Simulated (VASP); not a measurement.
# H14CO7: single point with LDA

H14CO7:

```xyz
22
Lattice="6.4240 0.0000 0.0000 0.0000 6.4240 0.0000 0.0000 0.0000 6.4240" Properties=species:S:1:pos:R:3 pbc="T T T"
O     2.7916    3.3955    4.0347
O     5.0776    2.7554    5.3415
O     0.7425    2.0106    4.0900
O     2.7709    2.8330    0.9348
O     4.6817    4.7206    1.7257
O     4.2056    0.7631    0.6244
O     0.4764    4.4028    6.9881
H     2.9445    3.7047    3.1544
H     3.7008    3.2253    4.5214
H     4.8569    2.0276    5.9906
H     5.7073    2.3449    4.6676
H     1.6512    2.4457    3.9767
H     0.4896    1.4894    3.3524
H     2.7303    2.0396    0.4382
H     2.0256    3.3719    0.6262
H     5.6771    4.7517    1.4094
H     4.2068    3.9711    1.3309
H     4.1415    1.3538    1.4419
H     4.2036   -0.1948    0.9145
H    -0.4256    5.2941    5.5301
H     0.8175    3.9688    4.9572
C     0.2742    4.5297    5.7833
```

```yaml
Program: VASP 6.6.1
Task: single point
Functional: LDA
Potentials_or_basis: VASP PAW LDA potentials, release 64 (O, H, C)
Cutoff: 520 eV
k_mesh: 1 × 1 × 1
Occupations: fermi-dirac, width 0.02 eV
Spin: no spin polarisation
Dipole_correction: no
Further_INCAR_settings: LREAL = Auto; ALGO = Normal; EDIFF = 1e-06; NBANDS = 47
```

- Pressure: 0.6 GPa
- Largest force: 2.547 eV/Å
- Band gap on the k mesh: 3.96 eV

Forces in eV/Å, atoms in the order of the input:
```
O    0.599 -0.573  2.052
O   -0.723  0.189 -0.338
O   -0.501  0.249  1.388
O    0.548  1.750  1.441
O    0.913  1.387  0.235
O   -0.090  1.182  0.681
O    1.333 -0.562  0.026
H    0.610  0.603 -1.572
H   -0.629 -0.017 -0.412
H   -0.047 -0.122 -0.031
H    0.540  0.359  0.453
H    0.456  0.271 -0.069
H   -0.065 -1.096 -1.707
H    0.207 -2.217 -1.236
H   -0.954  0.806  0.134
H   -1.327 -0.541  0.172
H   -0.263 -0.686 -0.596
H    0.034 -1.115 -0.950
H    0.320 -0.307  0.479
H   -1.154  0.934 -0.847
H   -0.099  0.396  0.791
C    0.291 -0.888 -0.089
```

Stress tensor (GPa, compression positive):
```
-0.48 -0.86 -0.04
-0.86  1.15  0.34
-0.04  0.34  1.04
```

Levels at points of the mesh, in eV from the valence-band top:
| k point | band 27 | band 28 | band 29 | band 30 | band 31 | band 32 | band 33 | band 34 |
| --- | --- | --- | --- | --- | --- | --- | --- | --- |
| (0.00, 0.00, 0.00) | -0.72 | -0.59 | -0.39 | 0.00 | 3.96 | 4.53 | 7.41 | 7.66 |

It took 36 s on 1 thread of Intel(R) Xeon(R) Platinum 8375C CPU @ 2.90GHz (Ice Lake), with other jobs on the host, peak memory 0.24 GiB.

Caveat: the k points lie up to 0.98 Å⁻¹ apart.
